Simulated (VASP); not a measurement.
# HfB in VASP: further runs, part 2 of 2

VASP 6.6.1. The steps go on from the part before.

**3. Single point, PBE**

Input file INCAR:

```
SYSTEM = HfB
  PREC = Accurate
  ENCUT = 520
  EDIFF = 1E-7
  ISMEAR = 0
  SIGMA = 0.15
  LREAL = .FALSE.
  LASPH = .TRUE.
  NELM = 100
  ALGO = Normal
  ISIF = 2
  LWAVE = .FALSE.
  LCHARG = .TRUE.
  GGA = PE
  LELF = .TRUE.
  LVHAR = .TRUE.
  NBANDS = 14
```

Input file KPOINTS:

```
Automatic mesh
0
G
  16 16 16
  0 0 0
```

Input file POSCAR:

```
HfB
1.0
    0.0000000000      2.4168788130      2.4168788130
    2.3322880545      0.0000000000      2.4168788130
    2.3322880545      2.4168788130      0.0000000000
Hf B
1 1
Direct
    0.5000000000      0.5000000000      0.5000000000
    0.0000000000      0.0000000000      0.0000000000
```

Potentials or basis: VASP PAW PBE potentials, release 64 (Hf_pv, B).

Started as:

```console
> cat potpaw_PBE.64/Hf_pv/POTCAR potpaw_PBE.64/B/POTCAR > POTCAR
> mpirun -np 1 vasp_std > vasp.out
```

It took 71 s on 1 thread of Intel Xeon 6975P-C (Granite Rapids), shared host; peak memory 0.27 GiB.

It converged, with:

```yaml
Free_energy: -17.4195 eV
Pressure: 7.2 GPa
Band_gap_on_the_k_mesh: zero (an odd number of electrons rules out a gap without spin polarisation)
```

Stress tensor (GPa, compression positive):
```
16.46  0.00  0.00
 0.00  2.50  0.00
 0.00  0.00  2.50
```

Levels at points of the mesh, in eV from the Fermi level:
```tsv
k point	band 4	band 5	band 6	band 7	band 8	band 9	band 10	band 11
(0.00, 0.00, 0.00)	-9.25	1.96	1.96	2.35	3.60	3.60	3.64	3.80
(0.50, 0.00, 0.00)	-4.72	-4.39	-1.27	-1.16	5.74	6.02	6.78	7.88
(0.50, 0.50, 0.00)	-6.51	-1.31	-0.84	2.08	2.19	5.54	6.87	7.23
(0.00, 0.50, 0.50)	-6.41	-0.91	-0.90	1.87	1.87	5.65	7.04	7.04
```

Caveat: the stress differs along the axes, from 3 to 16 GPa; spin-orbit coupling is left out, which moves the levels of the heavy elements; an odd number of electrons without spin polarisation forces a metal; a magnetic or distorted state may lie lower.

**4. Single point, PBE**

This run uses another cell than the first one, of 14.61 Å³/atom.

Input file INCAR:

```
PREC = Accurate ; ENCUT = 520
EDIFF = 1E-7 ; ISMEAR = 0
SIGMA = 0.15 ; LREAL = F
LASPH = T ; NELM = 80
ALGO = Normal ; ISIF = 2
LWAVE = F ; LCHARG = F
GGA = PE ; NBANDS = 14
```

Input file KPOINTS:

```
Automatic mesh
0
Gamma
  16 16 16
```

Input file POSCAR:

```
HfB
1.0
    0.0000000000      2.4168788130      2.4168788130
    2.5014695715      0.0000000000      2.4168788130
    2.5014695715      2.4168788130      0.0000000000
Hf B
1 1
Direct
    0.5000000000      0.5000000000      0.5000000000
    0.0000000000      0.0000000000      0.0000000000
```

Started as:

```console
> cat potpaw_PBE.64/Hf_pv/POTCAR potpaw_PBE.64/B/POTCAR > POTCAR
> mpirun -np 1 vasp_std > vasp.out
```

Wall time 76 s (1 thread of Intel Xeon 6975P-C (Granite Rapids), shared host); peak memory 0.27 GiB.

Results (log left out):

| Quantity | Value |
| --- | --- |
| Free energy | -17.4311 eV |
| Pressure | -5.1 GPa |
| Band gap on the k mesh | zero (an odd number of electrons rules out a gap without spin polarisation) |

Stress tensor (GPa, compression positive):
```
-11.69   0.00   0.00
  0.00  -1.80   0.00
  0.00   0.00  -1.80
```

Levels at points of the mesh, in eV from the Fermi level:
```
           k point  band 3  band 4  band 5  band 6  band 7  band 8  band 9  band 10  band 11  band 12
(0.00, 0.00, 0.00)  -29.20   -9.01    1.77    2.12    2.12    3.36    3.38     3.52     3.52     3.76
(0.50, 0.00, 0.00)  -29.23   -4.56   -4.52   -1.16   -1.06    5.33    5.54     6.23     7.50    11.75
(0.50, 0.50, 0.00)  -29.35   -6.26   -1.20   -0.73    1.75    1.79    5.15     6.31     6.67     7.37
(0.00, 0.50, 0.50)  -29.32   -6.37   -1.53   -0.69    2.00    2.00    5.16     6.48     6.48     7.22
```

Caveat: the stress differs along the axes, from -12 to -2 GPa; spin-orbit coupling is left out, which moves the levels of the heavy elements; an odd number of electrons without spin polarisation forces a metal; a magnetic or distorted state may lie lower.

**5. Single point, PBE (atoms displaced along a vibrational mode, the cell strained)**

Input file INCAR:

```
SYSTEM = HfB
PREC = Accurate
ENCUT = 520
EDIFF = 1E-6
ISMEAR = 0
SIGMA = 0.15
LREAL = .False.
LASPH = .True.
NELM = 100
ALGO = Normal
ISIF = 2
LWAVE = .False.
LCHARG = .False.
GGA = PE
NBANDS = 14
```

Input file KPOINTS:

```
Automatic mesh
0
Gamma
  16 16 16
  0 0 0
```

Input file POSCAR:

```
HfB
1.0
    0.0000000000      2.4168788130      2.4168788130
    2.5014695715      0.0000000000      2.4168788130
    2.5014695715      2.4168788130      0.0000000000
Hf B
1 1
Direct
    0.4992607628      0.5007392372      0.5007392372
    0.0122058251     -0.0122058251     -0.0122058251
```

Started as:

```console
> cat potpaw_PBE.64/Hf_pv/POTCAR potpaw_PBE.64/B/POTCAR > POTCAR
> mpirun -np 1 vasp_std > vasp.out
```

Wall time 62 s (1 thread of Intel Xeon 6975P-C (Granite Rapids), shared host); peak memory 0.27 GiB.

Results (log left out):

* Free energy: -17.4204 eV
* Pressure: -5.0 GPa
* Largest force: 0.336 eV/Å
* Band gap on the k mesh: zero (an odd number of electrons rules out a gap without spin polarisation)

Forces on the atoms (eV/Å):
```
Hf  -0.336  0.000  0.000
B    0.336  0.000  0.000
```

Stress tensor (GPa, compression positive):
```
-11.10   0.00   0.00
  0.00  -1.96   0.00
  0.00   0.00  -1.96
```

Levels at points of the mesh, in eV from the Fermi level:
```csv
k point,band 5,band 6,band 7,band 8,band 9,band 10
"(0.00, 0.00, 0.00)",1.77,2.05,2.05,2.91,3.60,3.60
"(0.50, 0.00, 0.00)",-4.45,-1.15,-1.06,5.33,5.53,6.22
"(0.50, 0.50, 0.00)",-1.20,-0.77,1.73,1.84,5.17,6.30
"(0.00, 0.50, 0.50)",-1.52,-0.69,2.00,2.00,5.16,6.48
```

Caveat: the cell differs from its parent crystal (atoms displaced along a vibrational mode, the cell strained); the stress differs along the axes, from -11 to -2 GPa; spin-orbit coupling is left out, which moves the levels of the heavy elements; an odd number of electrons without spin polarisation forces a metal; a magnetic or distorted state may lie lower.

**6. Single point, PBE**

This run uses another cell than the first one, of 15.11 Å³/atom.

Input file INCAR:

```
ALGO     = Normal         # electronic algorithm
EDIFF    = 1E-6           # SCF threshold, eV
ENCUT    = 520            # plane-wave cutoff, eV
GGA      = PE             # functional
ISIF     = 2              # what is computed and relaxed
ISMEAR   = 0              # smearing method
LASPH    = T              # aspherical terms in the spheres
LCHARG   = F              # write CHGCAR
LREAL    = F              # projectors in reciprocal space
LWAVE    = F              # write WAVECAR
NBANDS   = 14             # bands
NELM     = 60             # most SCF steps
PREC     = Accurate       # precision mode
SIGMA    = 0.15           # smearing width, eV
```

Input file KPOINTS:

```
k-points
0
Gamma
  16 16 16
```

Input file POSCAR:

```
HfB
1.0
    0.0000000000      2.4168788130      2.4168788130
    2.5860603299      0.0000000000      2.4168788130
    2.5860603299      2.4168788130      0.0000000000
Hf B
1 1
Direct
    0.5000000000      0.5000000000      0.5000000000
    0.0000000000      0.0000000000      0.0000000000
```

Potentials or basis: VASP PAW PBE potentials, release 64 (Hf_pv, B).

Started as:

```console
> cat potpaw_PBE.64/Hf_pv/POTCAR potpaw_PBE.64/B/POTCAR > POTCAR
> mpirun -np 1 vasp_std > vasp.out
```

Run time: 70 s. Hardware: 1 thread of Intel Xeon 6975P-C (Granite Rapids), shared host; peak memory 0.28 GiB.

Results (log left out):

```yaml
Free_energy: -17.3324 eV
Pressure: -9.0 GPa
Band_gap_on_the_k_mesh: zero (an odd number of electrons rules out a gap without spin polarisation)
```

Stress tensor (GPa, compression positive):
```
-19.90   0.00   0.00
  0.00  -3.52   0.00
  0.00   0.00  -3.52
```

Levels at points of the mesh, in eV from the Fermi level:
```
           k point  band 4  band 5  band 6  band 7  band 8  band 9  band 10  band 11
(0.00, 0.00, 0.00)   -8.89    1.54    2.19    2.19    2.98    3.24     3.47     3.47
(0.50, 0.00, 0.00)   -4.60   -4.42   -1.18   -1.00    5.06    5.43     6.04     7.28
(0.50, 0.50, 0.00)   -6.15   -1.13   -0.66    1.62    1.65    4.86     5.86     6.58
(0.00, 0.50, 0.50)   -6.38   -1.73   -0.60    2.07    2.07    4.96     6.20     6.20
```

Caveat: the stress differs along the axes, from -20 to -4 GPa; spin-orbit coupling is left out, which moves the levels of the heavy elements; an odd number of electrons without spin polarisation forces a metal; a magnetic or distorted state may lie lower.

**7. Overview**

| cell | gap on the mesh (eV) | pressure (GPa) | largest force (eV/Å) |
| --- | --- | --- | --- |
| a = 3.418, b = 3.359, c = 3.359 Å, angles 61.2, 59.4, 59.4°, 2 atoms, atomic positions A | none | 8.2 | 1.43 |
| a = 3.418, b = 3.359, c = 3.359 Å, angles 61.2, 59.4, 59.4°, 2 atoms, atomic positions B | none | 7.2 | - |
| a = 3.418, b = 3.478, c = 3.478 Å, angles 58.9, 60.6, 60.6°, 2 atoms, atomic positions B | none | -5.1 | - |
| a = 3.418, b = 3.478, c = 3.478 Å, angles 58.9, 60.6, 60.6°, 2 atoms, atomic positions C | none | -5.0 | 0.34 |
| a = 3.418, b = 3.540, c = 3.540 Å, angles 57.7, 61.1, 61.1°, 2 atoms, atomic positions B | none | -9.0 | - |

Alike in all rows: task single point; level PBE; potentials or basis VASP PAW PBE potentials, release 64 (Hf_pv, B); no spin polarisation; k mesh 16 × 16 × 16; cutoff (eV) 520; smearing gaussian 0.15 eV.

Caveats: spin-orbit coupling is left out, which moves the levels of the heavy elements; an odd number of electrons without spin polarisation forces a metal; a magnetic or distorted state may lie lower; the stress differs along the axes, from 2 to 20 GPa (at least some runs); the stress differs along the axes, from 3 to 16 GPa (at least some runs); the stress differs along the axes, from -12 to -2 GPa (at least some runs); the stress differs along the axes, from -11 to -2 GPa (at least some runs).

Total energies depend on the potentials used, so only differences within one code and one set of settings carry meaning.
